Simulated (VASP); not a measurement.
A run of VASP 6.6.1 is set up as follows.

Contents of INCAR:

```
SYSTEM = Fe3Co2
ALGO     = Fast           ! electronic algorithm
EDIFF    = 1E-6           ! SCF threshold, eV
EDIFFG   = -0.04          ! ionic threshold
ENCUT    = 600            ! plane-wave cutoff, eV
GGA      = PE             ! functional
IBRION   = 2              ! ionic algorithm
ISIF     = 3              ! what is computed and relaxed
ISMEAR   = 0              ! smearing method
ISPIN    = 2              ! spin polarisation
LASPH    = .TRUE.         ! aspherical terms in the spheres
LCHARG   = .FALSE.        ! write CHGCAR
LMAXMIX  = 4              ! l up to which the mixer works
LORBIT   = 11             ! projections on sites
LREAL    = .FALSE.        ! projectors in reciprocal space
LWAVE    = .FALSE.        ! write WAVECAR
MAGMOM   = 4 4 -4 -4 4 4 -3 3 3 -3 ! initial moments
NELM     = 150            ! most SCF steps
NSW      = 90             ! ionic steps
PREC     = Accurate       ! precision mode
SIGMA    = 0.1            ! smearing width, eV
```

The input KPOINTS:

```
k-points
0
G
  6 6 1
  0 0 0
```

The input POSCAR:

```
Fe3Co2
1.0
    2.4999107200      0.0000000000      0.0000000000
   -1.2499553600      2.1649861900      0.0000000000
    0.0000000000      0.0000000000     20.2930307900
Fe Co
6 4
Direct
    0.3333333300      0.6666666700      0.2500000000
    0.3333333300      0.6666666700      0.6500000000
    0.3333333300      0.6666666700      0.8500000000
    0.6666666700      0.3333333300      0.1500000000
    0.6666666700      0.3333333300      0.3500000000
    0.6666666700      0.3333333300      0.7500000000
    0.3333333300      0.6666666700      0.0500000000
    0.3333333300      0.6666666700      0.4500000000
    0.6666666700      0.3333333300      0.5500000000
    0.6666666700      0.3333333300      0.9500000000
```

Potentials or basis: VASP PAW PBE potentials, release 64 (Fe, Co).

Run with:

```bash
$ cat potpaw_PBE.64/Fe/POTCAR potpaw_PBE.64/Co/POTCAR > POTCAR
$ mpirun -np 1 vasp_std > vasp.out
```

Problem. Predict the relaxed cell.

Solution. a = 2.480 Å, b = 2.480 Å, c = 20.701 Å, α = 90.00°, β = 90.00°, γ = 120.00°.

Problem. Predict the relaxed volume.

Solution. 11.03 Å³/atom.

Problem. Estimate the net moment.

Solution. 5.33 μB per cell.

Problem. Estimate the site moments.

Solution. Fe +1.77, +2.35, -1.62 (each value once); Co -1.51, +1.65 (each value once) μB.

Forces in eV/Å, atoms in the order of the input:
```
Fe   0.000  0.000  0.012
Fe   0.000  0.000  0.034
Fe   0.000  0.000  0.001
Fe   0.000  0.000 -0.001
Fe   0.000  0.000 -0.034
Fe   0.000  0.000 -0.012
Co   0.000  0.000  0.007
Co   0.000  0.000  0.006
Co   0.000  0.000 -0.006
Co   0.000  0.000 -0.007
```

Caveat: the k points lie up to 0.49 Å⁻¹ apart in the final cell.
